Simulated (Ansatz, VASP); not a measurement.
**One calculation of Al2Cu, two programs**

```xyz
3
Lattice="-1.9492 1.9492 2.9878 1.9492 -1.9492 2.9878 1.9492 1.9492 -2.9878" Properties=species:S:1:pos:R:3 pbc="T T T"
Al    0.0000    1.9492    1.4939
Al    1.9492    0.0000    1.4939
Cu    0.0000    0.0000    2.9878
```

Alike in both runs: task single point; functional PBE; k mesh 14 × 14 × 14; occupations gaussian, width 0.15 eV; no spin polarisation.

|  | VASP | Ansatz |
| --- | --- | --- |
| version | VASP 6.6.1 | Ansatz 0.2.0 |
| potentials or method | VASP PAW PBE potentials, release 64 (Al, Cu), cutoff 520 eV | scalar-relativistic, plane waves, PAW |
| valence electrons in the cell | 17 | 25 |

```csv
,VASP,Ansatz,Ansatz less VASP
gap on the k mesh at the Fermi level (eV),none,none,-
pressure (GPa),7.4,7.3,-0.10
"traceless stress, the component that is largest in VASP (GPa)",-4.86,-4.89,-0.031
```

A gap of «none» marks a metal or a gap that the smearing closes. VASP's potentials hold 17 valence electrons a cell and Ansatz's 25, so a difference there can come from the potentials and not from the codes.
